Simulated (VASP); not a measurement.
# LiH (Fm-3m) in VASP: single point with PBE

Aim: the single point of LiH with PBE.

All numbers are computed with VASP 6.6.1; they aren't measurements. Logs are shortened: lines on timing, memory, paths and dates and some standing lists are left out, and cuts for length are marked.

### 1 The cell of the first run

The structure is cubic, space group Fm-3m (No. 225). The conventional cell has a = 4.008 Å, b = 4.008 Å, c = 4.008 Å, α = 90.00°, β = 90.00°, γ = 90.00°. Li (site symmetry m-3m) has 6 H at 2.00 Å within 2.7 Å. Within 2.7 Å of H (site symmetry m-3m) lie 6 Li at 2.00 Å.

### 2 Single point, PBE

POSCAR

```
LiH
1.0
    0.0000000000      2.0042430359      2.0042430359
    2.0042430359      0.0000000000      2.0042430359
    2.0042430359      2.0042430359      0.0000000000
Li H
1 1
Direct
    0.0000000000      0.0000000000      0.0000000000
    0.5000000000      0.5000000000      0.5000000000
```

INCAR.step1

```
PREC = Accurate
ENCUT = 520
EDIFF = 1E-6
ISMEAR = 0
SIGMA = 0.05
LREAL = F
LASPH = T
NELM = 60
ALGO = Normal
ISIF = 2
LWAVE = F
LCHARG = T
GGA = PE
NBANDS = 9
```

KPOINTS.step1

```
Automatic mesh
0
Gamma
  14 14 14
```

INCAR.step2

```
PREC = Accurate
ENCUT = 520
EDIFF = 1E-6
ISMEAR = -5
SIGMA = 0.05
LREAL = F
LASPH = T
NELM = 60
ALGO = Normal
ISIF = 2
LWAVE = F
LCHARG = F
GGA = PE
LORBIT = 10
NBANDS = 9
NEDOS = 1001
ICHARG = 11
```

KPOINTS.step2

```
Automatic mesh
0
Gamma
  21 21 21
```

Potentials or basis: VASP PAW PBE potentials, release 64 (Li_sv, H).

Started as:

```bash
$ cat potpaw_PBE.64/Li_sv/POTCAR potpaw_PBE.64/H/POTCAR > POTCAR
$ cp INCAR.step1 INCAR
$ cp KPOINTS.step1 KPOINTS
$ mpirun -np 1 vasp_std > vasp.out
$ cp INCAR.step2 INCAR
$ cp KPOINTS.step2 KPOINTS
$ mpirun -np 1 vasp_std > vasp.out
```

OUTCAR:

```text
PREC = Accurate
   ENCUT = 520
   EDIFF = 1E-6
   ISMEAR = -5
   LREAL = F
   LASPH = T
   NELM = 60
   ISIF = 2
   GGA = PE
   LORBIT = 10
   ICHARG = 11

 ion  position               nearest neighbor table
   1  0.000  0.000  0.000-
   2  0.500  0.500  0.500-

  LATTYP: Found a face centered cubic cell.
 ALAT       =     4.0084860718

  Lattice vectors:

 A1 = (   0.0000000000,   2.0042430359,   2.0042430359)
 A2 = (   2.0042430359,   0.0000000000,   2.0042430359)
 A3 = (   2.0042430359,   2.0042430359,   0.0000000000)

Analysis of symmetry for initial positions (statically):
=====================================================================
 Subroutine PRICEL returns:
 Original cell was already a primitive cell.

 Routine SETGRP: Setting up the symmetry group for a
 face centered cubic supercell.

 Subroutine GETGRP returns: Found 48 space group operations
 (whereof 48 operations were pure point group operations)
 out of a pool of 48 trial point group operations.

The static configuration has the point symmetry O_h .

Analysis of symmetry for dynamics (positions and initial velocities):
=====================================================================
 Subroutine PRICEL returns:
 Original cell was already a primitive cell.

 Routine SETGRP: Setting up the symmetry group for a
 face centered cubic supercell.

 Subroutine GETGRP returns: Found 48 space group operations
 (whereof 48 operations were pure point group operations)
 out of a pool of 48 trial point group operations.

The dynamic configuration has the point symmetry O_h .

 Subroutine INISYM returns: Found 48 space group operations
 (whereof 48 operations are pure point group operations),
 and found     1 'primitive' translations

----------------------------------------------------------------------------------------

                                     Primitive cell

  volume of cell :      16.1020

  direct lattice vectors                    reciprocal lattice vectors
     0.000000000  2.004243036  2.004243036    -0.249470743  0.249470743  0.249470743
     2.004243036  0.000000000  2.004243036     0.249470743 -0.249470743  0.249470743
     2.004243036  2.004243036  0.000000000     0.249470743  0.249470743 -0.249470743

  length of vectors
     2.834427684  2.834427684  2.834427684     0.432096002  0.432096002  0.432096002

  position of ions in fractional coordinates (direct lattice)
     0.000000000  0.000000000  0.000000000
     0.500000000  0.500000000  0.500000000

  ion indices of the primitive-cell ions
   primitive index   ion index
                 1           1
                 2           2

----------------------------------------------------------------------------------------

 KPOINTS: Automatic mesh

Automatic generation of k-mesh.
 Grid dimensions read from file:
 generate k-points for:   21   21   21

 Generating k-lattice:

  Cartesian coordinates                     Fractional coordinates (reciprocal lattice)
    -0.011879559  0.011879559  0.011879559     0.047619048  0.000000000  0.000000000
     0.011879559 -0.011879559  0.011879559     0.000000000  0.047619048  0.000000000
     0.011879559  0.011879559 -0.011879559     0.000000000  0.000000000  0.047619048

  Length of vectors
     0.020576000  0.020576000  0.020576000

  Shift w.r.t. Gamma in fractional coordinates (k-lattice)
     0.000000000  0.000000000  0.000000000

 TETIRR: Found   1276 inequivalent tetrahedra from    55566

 Subroutine IBZKPT returns following result:
 ===========================================

 Found    286 irreducible k-points:

 Following reciprocal coordinates:
            Coordinates               Weight
  0.000000  0.000000  0.000000      1.000000
  0.047619  0.000000  0.000000      8.000000
  0.095238  0.000000  0.000000      8.000000
  0.142857  0.000000  0.000000      8.000000
  0.190476  0.000000  0.000000      8.000000
  0.238095  0.000000  0.000000      8.000000
[... 16 lines left out ...]
 -0.428571  0.047619  0.000000     24.000000
 -0.380952  0.047619  0.000000     24.000000
 [... further k-points ...]
   k-points           NKPTS =    286   k-points in BZ     NKDIM =    286   number of bands    NBANDS=      9
   number of dos      NEDOS =   1001   number of ions     NIONS =      2
   total plane-waves  NPLWV =  13824
   dimension x,y,z NGX =    24 NGY =   24 NGZ =   24
   dimension x,y,z NGXF=    48 NGYF=   48 NGZF=   48
   ions per type =               1   1
   NGX,Y,Z   is equivalent  to a cutoff of  14.08, 14.08, 14.08 a.u.
   NGXF,Y,Z  is equivalent  to a cutoff of  28.15, 28.15, 28.15 a.u.
 SYSTEM =  unknown system
   PREC   = accura    normal or accurate (medium, high low for compatibility)
   ISTART =      0    job   : 0-new  1-cont  2-samecut
   ICHARG =     11    charge: 1-file 2-atom 10-const
   ISPIN  =      1    spin polarized calculation?
   LNONCOLLINEAR =      F non collinear calculations
   LSORBIT =      F    spin-orbit coupling
   LASPH  =      T    aspherical Exc in radial PAW
   ENCUT  =  520.0 eV  38.22 Ry    6.18 a.u.   5.27  5.27  5.27*2*pi/ulx,y,z
   NELM   =     60;   NELMIN=  2; NELMDL=  0     # of ELM steps
   EDIFF  = 0.1E-05   stopping-criterion for ELM
   LREAL  =      F    real-space projection
   EDIFFG = 0.1E-04   stopping-criterion for IOM
   NSW    =      0    number of steps for IOM
   IBRION =     -1    ionic relax: 0-MD 1-quasi-New 2-CG
   NFREE  =      0    steps in history (QN), initial steepest desc. (CG)
   ISIF   =      2    stress and relaxation
   ISYM   =      2    0-nonsym 1-usesym 2-fastsym
   POTIM  = 0.5000    time-step for ionic-motion
   TEBEG  =    0.0;   TEEND  =   0.0 temperature during run
   PSTRESS=    0.0 pullay stress
   NELECT =       4.0000    total number of electrons
   NUPDOWN=      -1.0000    fix difference up-down
   EMIN   =  10.00;   EMAX   =-10.00  energy-range for DOS
   EFERMI =   0.00;   METHOD = LEGACY
   ISMEAR =    -5;   SIGMA  =   0.05  broadening in eV -4-tet -1-fermi 0-gaus
   EFERMI_NEDOS =   21; number of points for ismear=-14 and -15
   IALGO  =     38    algorithm
   IMIX   =      4    mixing-type and parameters
     AMIX     =   0.40;   BMIX     =  1.00
     AMIX_MAG =   1.60;   BMIX_MAG =  1.00
  volume/ion in A,a.u.               =       8.05        54.33
  Fermi-wavevector in a.u.,A,eV,Ry     =   1.029124  1.944763 14.409884  1.059097
  Thomas-Fermi vector in A             =   2.163156
   LORBIT       =     10    0 simple, 1 ext, 2 COOP (PROOUT), +10 PAW based schemes
   GGA     = PE    functional components
   LHFCALC =     F    Hartree Fock is set to
   AEXX    =    0.0000 exact exchange contribution
   IVDW    =     0    specifies the selected vdW correction
   LEPSILON=     F    determine dielectric tensor
   LRPA    =     F    only Hartree local field effects (RPA)
 non-spin polarized calculation
 Fermi weights with tetrahedron method with Bloechl corrections
  energy-cutoff  :      520.00
  volume of cell :       16.10
 maximum number of plane-waves:       445
 NGX is ok and might be reduce to    24

 number of electron       3.9999995 magnetization

 Free energy of the ion-electron system (eV)
  ---------------------------------------------------
  ext. energy  EPLUGINS =         0.00000000
  ---------------------------------------------------
  free energy    TOTEN  =        -6.12707420 eV

  energy without entropy =       -6.12707420  energy(sigma->0) =       -6.12707420

 E-fermi :   0.1312     XC(G=0):  -8.5118

 val. band max:        0.0801553986   @ k =  -0.4762   0.4762   0.0000
 cond. band min:       3.1122672651   @ k =  -0.4762   0.4762   0.0000
 fundamental gap:      3.0321118665
 Fermi energy:         0.1311773279

 k-point     1 :       0.0000    0.0000    0.0000
  band No.  band energies     occupation
      1     -44.1990      2.00000
      2      -5.3420      2.00000
      3      16.1874      0.00000
      4      17.9829      0.00000
      5      17.9829      0.00000
      6      17.9829      0.00000
      7      22.6983      0.00000
      8      22.6983      0.00000
      9      22.6983      0.00000

 k-point     2 :       0.0476    0.0000    0.0000
  band No.  band energies     occupation
      1     -44.1981      2.00000
      2      -5.3017      2.00000
      3      15.8489      0.00000
      4      17.6774      0.00000
      5      17.8800      0.00000
      6      17.8800      0.00000
      7      22.2737      0.00000
      8      22.9106      0.00000
      9      22.9106      0.00000

 k-point     3 :       0.0952    0.0000    0.0000
  band No.  band energies     occupation
      1     -44.1951      2.00000
      2      -5.1815      2.00000
      3      14.8423      0.00000
      4      17.0511      0.00000
      5      17.6243      0.00000
      6      17.6243      0.00000
      7      22.1193      0.00000
      8      23.4710      0.00000
      9      23.4710      0.00000

 k-point     4 :       0.1429    0.0000    0.0000
  band No.  band energies     occupation
      1     -44.1905      2.00000
      2      -4.9833      2.00000
      3      13.3834      0.00000
      4      16.4208      0.00000
      5      17.3136      0.00000
      6      17.3136      0.00000
      7      22.3662      0.00000
      8      24.0476      0.00000
      9      24.0476      0.00000

 k-point     5 :       0.1905    0.0000    0.0000
  band No.  band energies     occupation
      1     -44.1845      2.00000
      2      -4.7112      2.00000
      3      11.7792      0.00000
      4      15.8295      0.00000
      5      17.0200      0.00000
      6      17.0200      0.00000
      7      22.8539      0.00000
      8      23.5285      0.00000
      9      23.5286      0.00000

 k-point     6 :       0.2381    0.0000    0.0000
  band No.  band energies     occupation
      1     -44.1778      2.00000
      2      -4.3719      2.00000
      3      10.1983      0.00000
      4      15.2839      0.00000
      5      16.7832      0.00000
      6      16.7832      0.00000
      7      22.5039      0.00000
      8      22.5039      0.00000
      9      23.5041      0.00000
[... 169 lines left out ...]
 k-point    21 :       0.4762    0.0476    0.0000
  band No.  band energies     occupation
      1     -44.1530      2.00000
      2      -2.5681      2.00000
      3       5.1796      0.00000
      4      13.4147      0.00000
      5      15.9774      0.00000
      6      16.4773      0.00000
      7      19.8356      0.00000
      8      19.9789      0.00000
      9      27.1675      0.00000

 k-point    22 :      -0.4762    0.0476    0.0000
  band No.  band energies     occupation
      1     -44.1524      2.00000
      2      -2.4939      2.00000
      3       5.0296      0.00000
      4      13.3594      0.00000
      5      16.2283      0.00000
      6      16.2538      0.00000
      7      19.6140      0.00000
      8      20.0340      0.00000
      9      27.3981      0.00000

 k-point    23 :      -0.4286    0.0476    0.0000
  band No.  band energies     occupation
      1     -44.1537      2.00000
      2      -2.6400      2.00000
      3       5.3280      0.00000
      4      13.4035      0.00000
      5      16.0366      0.00000
      6      16.5705      0.00000
      7      19.4471      0.00000
      8      20.4179      0.00000
      9      27.0128      0.00000

 k-point    24 :      -0.3810    0.0476    0.0000
  band No.  band energies     occupation
      1     -44.1570      2.00000
      2      -2.9580      2.00000
      3       6.0251      0.00000
      4      13.5433      0.00000
      5      15.9285      0.00000
      6      16.8795      0.00000
      7      19.5244      0.00000
      8      20.9623      0.00000
      9      26.2386      0.00000

 [... further k-points ...]

------------------------ aborting loop because EDIFF is reached ----------------------------------------

  FORCE on cell =-STRESS in cart. coord.  units (eV):
  Direction    XX          YY          ZZ          XY          YZ          ZX
  --------------------------------------------------------------------------------------
  -------------------------------------------------------------------------------------
  Total       -0.0288028     -0.0288028     -0.0288028      0.0000000      0.0000000     -0.0000000
  in kB       -2.8659181     -2.8659181     -2.8659181      0.0000000      0.0000000     -0.0000000
  external PRESSURE =      -2.8659181 kB  Pullay stress =       0.0000000 kB

 VOLUME and BASIS-vectors are now :
 -----------------------------------------------------------------------------
  energy-cutoff  :      520.00
  volume of cell :       16.10
      direct lattice vectors                 reciprocal lattice vectors
     0.000000000  2.004243036  2.004243036    -0.249470743  0.249470743  0.249470743
     2.004243036  0.000000000  2.004243036     0.249470743 -0.249470743  0.249470743
     2.004243036  2.004243036  0.000000000     0.249470743  0.249470743 -0.249470743

 POSITION                                       TOTAL-FORCE (eV/Angst)
 -----------------------------------------------------------------------------------
      0.00000      0.00000      0.00000         0.000000      0.000000     -0.000000
      2.00424      2.00424      2.00424        -0.000000     -0.000000      0.000000
 -----------------------------------------------------------------------------------
    total drift:                                0.000000     -0.000000     -0.000000

  FREE ENERGIE OF THE ION-ELECTRON SYSTEM (eV)
  ---------------------------------------------------
  free  energy   TOTEN  =        -6.1270741984 eV

  energy  without entropy=       -6.1270741984  energy(sigma->0) =       -6.12707420

 total charge

# of ion       s       p       d       tot
------------------------------------------
    1        2.021   0.060   0.000   2.081
    2        0.545   0.002   0.000   0.546
--------------------------------------------------
tot          2.565   0.062   0.000   2.627
```

It took 43 s on 1 thread of Intel Xeon 8259CL, shared host; peak memory 0.16 GiB.

Results:

```
Valence electrons inside the program's atomic spheres : Li 2.08; H 0.55
```

Caveat: the cutoff is under 1.25 times the usual one of these potentials, so pressure, stress and relaxed cells hold a basis-set (Pulay) error.
